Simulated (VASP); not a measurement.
# Sb (P4/mmm) in VASP: a series of runs, part 2 of 2

VASP 6.6.1. Earlier steps stand in the parts before.

## 4. Single point, PBEsol (strain -0.0100 x Voigt [1, 0, 0, 0, 0, 0])

Contents of INCAR:

```
SYSTEM = Sb
PREC = Accurate ; ENCUT = 520
EDIFF = 1E-6 ; ISMEAR = 0
SIGMA = 0.15 ; LREAL = .False.
LASPH = .True. ; NELM = 80
ALGO = Normal ; ISIF = 2
LWAVE = .False. ; LCHARG = .True.
GGA = PS ; LELF = .True.
LVHAR = .True. ; NBANDS = 8
```

Contents of KPOINTS:

```
Automatic mesh
0
Gamma
  16 16 16
  0 0 0
```

Contents of POSCAR:

```
Sb
1.0
    3.1284000000      0.0000000000      0.0000000000
    0.0000000000      3.1600000000      0.0000000000
    0.0000000000      0.0000000000      3.1600000000
Sb
1
Direct
    0.0000000000      0.0000000000      0.0000000000
```

Potentials or basis: VASP PAW PBE potentials, release 64 (Sb).

Command:

```bash
$ cat potpaw_PBE.64/Sb/POTCAR > POTCAR
$ mpirun -np 1 vasp_std > vasp.out
```

OUTCAR:

```text
SYSTEM = Sb
   PREC = Accurate
   ENCUT = 520
   EDIFF = 1E-6
   ISMEAR = 0
   LREAL = .False.
   LASPH = .True.
   NELM = 80
   ISIF = 2
   GGA = PS

 ion  position               nearest neighbor table
   1  0.000  0.000  0.000-

  LATTYP: Found a simple tetragonal cell.
 ALAT       =     3.1600000000
 C/A-ratio  =     0.9900000000

  Lattice vectors:

 A1 = (   0.0000000000,   3.1600000000,   0.0000000000)
 A2 = (   0.0000000000,   0.0000000000,   3.1600000000)
 A3 = (   3.1284000000,   0.0000000000,   0.0000000000)

Analysis of symmetry for initial positions (statically):
=====================================================================
 Subroutine PRICEL returns:
 Original cell was already a primitive cell.

 Routine SETGRP: Setting up the symmetry group for a
 simple tetragonal supercell.

 Subroutine GETGRP returns: Found 16 space group operations
 (whereof 16 operations were pure point group operations)
 out of a pool of 16 trial point group operations.

The static configuration has the point symmetry D_4h.

Analysis of symmetry for dynamics (positions and initial velocities):
[... 163 lines left out ...]
 Fermi energy:         6.4087735863

 k-point     1 :       0.0000    0.0000    0.0000
  band No.  band energies     occupation
      1      -5.6369      2.00000
      2       9.4723      0.00000
      3       9.4723      0.00000
      4       9.7430      0.00000
      5      13.2603      0.00000
      6      13.3648      0.00000
      7      14.2969      0.00000
      8      23.7919      0.00000
[... 243 lines left out ...]
 k-point    24 :       0.3125    0.1250    0.0000
  band No.  band energies     occupation
      1      -4.1276      2.00000
      2       3.5109      2.00000
      3       8.6129      0.00000
      4      10.8524      0.00000
      5      14.8017      0.00000
      6      15.8794      0.00000
      7      17.6487      0.00000
      8      19.3298      0.00000

 [... further k-points ...]

------------------------ aborting loop because EDIFF is reached ----------------------------------------

  FORCE on cell =-STRESS in cart. coord.  units (eV):
  Direction    XX          YY          ZZ          XY          YZ          ZX
  --------------------------------------------------------------------------------------
  -------------------------------------------------------------------------------------
  Total       -0.7527530     -0.9234142     -0.9234142      0.0000000      0.0000000      0.0000000
  in kB      -38.6070495    -47.3598909    -47.3598909      0.0000000      0.0000000      0.0000000
  external PRESSURE =     -44.4422771 kB  Pullay stress =       0.0000000 kB

 VOLUME and BASIS-vectors are now :
 -----------------------------------------------------------------------------
  energy-cutoff  :      520.00
  volume of cell :       31.24
      direct lattice vectors                 reciprocal lattice vectors
     3.128400000  0.000000000  0.000000000     0.319652218  0.000000000  0.000000000
     0.000000000  3.160000000  0.000000000     0.000000000  0.316455696  0.000000000
     0.000000000  0.000000000  3.160000000     0.000000000  0.000000000  0.316455696

 POSITION                                       TOTAL-FORCE (eV/Angst)
 -----------------------------------------------------------------------------------
      0.00000      0.00000      0.00000         0.000000      0.000000      0.000000
 -----------------------------------------------------------------------------------
    total drift:                               -0.000000      0.000000      0.000000

  FREE ENERGIE OF THE ION-ELECTRON SYSTEM (eV)
  ---------------------------------------------------
  free  energy   TOTEN  =        -4.4974882579 eV

  energy  without entropy=       -4.4919356581  energy(sigma->0) =       -4.49471196
```

It took 57 s on 1 thread of Intel Xeon 8259CL, shared host; peak memory 0.22 GiB.

What came out:

```
Free energy : -4.4975 eV
Pressure    : -4.4 GPa
```

Stress tensor (GPa, compression positive):
```
-3.86  0.00  0.00
 0.00 -4.74  0.00
 0.00  0.00 -4.74
```

Caveat: the cell differs from its parent crystal (strain -0.0100 x Voigt [1, 0, 0, 0, 0, 0]); the PAW data sets were made with another functional, which shifts forces and pressure a little; spin-orbit coupling is left out, which moves the levels of the heavy elements.

## 5. Single point, PBEsol (strain -0.0050 x Voigt [1, 0, 0, 0, 0, 0])

Contents of INCAR:

```
SYSTEM = Sb
PREC = Accurate
ENCUT = 520
EDIFF = 1E-6
ISMEAR = 0
SIGMA = 0.15
LREAL = .False.
LASPH = .True.
NELM = 100
ALGO = Normal
ISIF = 2
LWAVE = .False.
LCHARG = .True.
GGA = PS
LELF = .True.
LVHAR = .True.
NBANDS = 8
```

Contents of KPOINTS:

```
regular mesh
0
Gamma
  16 16 16
  0 0 0
```

POSCAR, as its differences from that of step 4:

```diff
@@ -2,3 +2,3 @@
 1.0
-    3.1284000000      0.0000000000      0.0000000000
+    3.1442000000      0.0000000000      0.0000000000
     0.0000000000      3.1600000000      0.0000000000
```

Command:

```bash
$ cat potpaw_PBE.64/Sb/POTCAR > POTCAR
$ mpirun -np 1 vasp_std > vasp.out
```

Wall time 60 s (1 thread of Intel Xeon 8259CL, shared host); peak memory 0.22 GiB.

Results (log left out):

```yaml
Free_energy: -4.4934 eV
Pressure: -4.7 GPa
```

Stress tensor (GPa, compression positive):
```
-4.38  0.00  0.00
 0.00 -4.81  0.00
 0.00  0.00 -4.81
```

Levels at points of the mesh, in eV from the Fermi level:
```
           k point  band 1  band 2  band 3  band 4  band 5  band 6  band 7
(0.00, 0.00, 0.00)  -12.01    3.10    3.10    3.23    6.88    6.93    7.84
(0.50, 0.00, 0.00)   -9.73   -5.25    4.97    4.97    8.93   10.34   11.10
(0.00, 0.50, 0.00)   -9.79   -5.24    4.92    5.06    8.92   10.40   11.12
(0.50, 0.50, 0.00)   -7.39   -3.33   -3.27    2.32    6.80   12.48   13.04
(0.00, 0.50, 0.50)   -7.46   -3.31   -3.31    2.31    6.89   12.52   13.15
(0.50, 0.50, 0.50)   -4.83   -1.55   -1.47   -1.47    4.88    4.88    4.92
```

Caveat: the cell differs from its parent crystal (strain -0.0050 x Voigt [1, 0, 0, 0, 0, 0]); the PAW data sets were made with another functional, which shifts forces and pressure a little; spin-orbit coupling is left out, which moves the levels of the heavy elements.

## 6. The runs side by side

| cell | gap on the mesh (eV) | pressure (GPa) |
| --- | --- | --- |
| a = 3.097, b = 3.160, c = 3.160 Å, 1 atom | none | -4.0 |
| a = 3.113, b = 3.160, c = 3.160 Å, 1 atom | none | -4.2 |
| a = 3.128, b = 3.160, c = 3.160 Å, 1 atom | none | -4.4 |
| a = 3.144, b = 3.160, c = 3.160 Å, 1 atom | none | -4.7 |

Alike in all rows: task single point; level PBEsol; potentials or basis VASP PAW PBE potentials, release 64 (Sb); no spin polarisation; k mesh 16 × 16 × 16; cutoff (eV) 520; smearing gaussian 0.15 eV.

Caveats: the PAW data sets were made with another functional, which shifts forces and pressure a little; spin-orbit coupling is left out, which moves the levels of the heavy elements.

Total energies depend on the potentials used, so only differences within one code and one set of settings carry meaning.
